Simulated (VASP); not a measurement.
Set up this calculation in VASP 6.6.1, as the native input.

- Task: single point
- Functional: r2SCAN
- Potentials or basis: VASP PAW PBE potentials, release 64 (Mg)
- Cutoff: 520 eV
- k mesh: 6 × 6 × 6
- Occupations: gaussian, width 0.1 eV
- Spin: no spin polarisation
- Dipole correction: no
- Further INCAR settings: ALGO = Normal; EDIFF = 1e-06; NBANDS = 9

The system is Mg.

```
CELL_PARAMETERS angstrom
0.00000 2.94686 2.94686
2.94686 0.00000 2.94686
2.94686 2.94686 0.00000
ATOMIC_POSITIONS crystal
Mg 0.50000 0.50000 0.50000
Mg 0.75000 0.75000 0.75000
```

The input as run:

POSCAR

```
Mg
1.0
    0.0000000000      2.9468562911      2.9468562911
    2.9468562911      0.0000000000      2.9468562911
    2.9468562911      2.9468562911      0.0000000000
Mg
2
Direct
    0.5000000000      0.5000000000      0.5000000000
    0.7500000000      0.7500000000      0.7500000000
```

INCAR.step1

```
ALGO     = Normal         # electronic algorithm
EDIFF    = 1E-4           # SCF threshold, eV
ENCUT    = 520            # plane-wave cutoff, eV
GGA      = PE             # functional
ISMEAR   = 0              # smearing method
LASPH    = T              # aspherical terms in the spheres
LCHARG   = F              # write CHGCAR
LREAL    = F              # projectors in reciprocal space
LWAVE    = T              # write WAVECAR
NBANDS   = 9              # bands
NELM     = 100            # most SCF steps
PREC     = Accurate       # precision mode
SIGMA    = 0.1            # smearing width, eV
```

INCAR.step2

```
ALGO     = Normal         # electronic algorithm
EDIFF    = 1E-6           # SCF threshold, eV
ENCUT    = 520            # plane-wave cutoff, eV
ISIF     = 2              # what is computed and relaxed
ISMEAR   = 0              # smearing method
ISTART   = 1            
LASPH    = T              # aspherical terms in the spheres
LCHARG   = T              # write CHGCAR
LELF     = T              # ELF
LMIXTAU  = T            
LREAL    = F              # projectors in reciprocal space
LVHAR    = T            
LWAVE    = F              # write WAVECAR
METAGGA  = R2SCAN         # meta-GGA
NBANDS   = 9              # bands
NELM     = 100            # most SCF steps
PREC     = Accurate       # precision mode
SIGMA    = 0.1            # smearing width, eV
```

KPOINTS

```
k-points
0
Gamma
  6 6 6
```

Potentials or basis: VASP PAW PBE potentials, release 64 (Mg).

The run is started by

```bash
$ cat potpaw_PBE.64/Mg/POTCAR > POTCAR
$ cp INCAR.step1 INCAR
$ mpirun -np 1 vasp_std > vasp.out
$ cp INCAR.step2 INCAR
$ mpirun -np 1 vasp_std > vasp.out
```

It gave:

The pressure is 12.3 GPa and the band gap on the k mesh is zero (band 2 reaches 6.67 eV, above the bottom of band 3 at 0.78 eV).

Caveat: the PAW data sets were made with another functional, which shifts forces and pressure a little.

Run time: 18 s on 1 thread of Intel(R) Xeon(R) Platinum 8488C (Sapphire Rapids), with other jobs on the host, peak memory 0.18 GiB.
